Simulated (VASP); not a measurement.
Set up this calculation in VASP 6.6.1, as the native input.

- Task: single point
- Functional: revPBE
- Dispersion: D4
- Potentials or basis: VASP PAW PBE potentials, release 64 (Mg_sv, C)
- Cutoff: 840 eV
- k mesh: 7 × 7 × 6
- Occupations: gaussian, width 0.01 eV
- Spin: no spin polarisation
- Dipole correction: no
- Further INCAR settings: ALGO = Normal; EDIFF = 1e-06; NBANDS = 27

The structure of MgC2 lies in POSCAR:

```
MgC2
1.0
    3.8973815762      0.0000000000      0.0000000000
    0.0000000000      3.8973815762      0.0000000000
    0.0000000000      0.0000000000      4.9196876430
Mg C
2 4
Direct
    0.0000000000      0.0000000000      0.5000000000
    0.5000000000      0.5000000000      0.0000000000
    0.3876550000      0.6123450000      0.5000000000
    0.6123450000      0.3876550000      0.5000000000
    0.8876550000      0.8876550000      0.0000000000
    0.1123450000      0.1123450000      0.0000000000
```

One way to write it, as run:

INCAR

```
ALGO = Normal
EDIFF = 1E-6
ENCUT = 840
GGA = RE
GGA_COMPAT = F
ISIF = 2
ISMEAR = 0
IVDW = 13
LASPH = T
LCHARG = T
LELF = T
LREAL = F
LVHAR = T
LWAVE = F
NBANDS = 27
NELM = 120
PREC = Accurate
SIGMA = 0.01
```

KPOINTS

```
k-points
0
Gamma
  7 7 6
```

Potentials or basis: VASP PAW PBE potentials, release 64 (Mg_sv, C).

Run with:

```console
$ cat potpaw_PBE.64/Mg_sv/POTCAR potpaw_PBE.64/C/POTCAR > POTCAR
$ mpirun -np 1 vasp_std > vasp.out
```

Results of the run:

```
Pressure                   : 11.2 GPa
Largest force              : 1.589 eV/Å
Band gap on the k mesh     : 2.57 eV (least direct gap 2.98 eV)
Dispersion energy per atom : -0.365 eV
```

Caveat: the cell stands under pressure; the PAW data sets were made with another functional, which shifts forces and pressure a little.

Wall time 2.2 min on 1 thread of Intel(R) Xeon(R) Platinum 8259CL CPU @ 2.50GHz (Skylake/Cascade Lake), with other jobs on the host, peak memory 0.33 GiB.
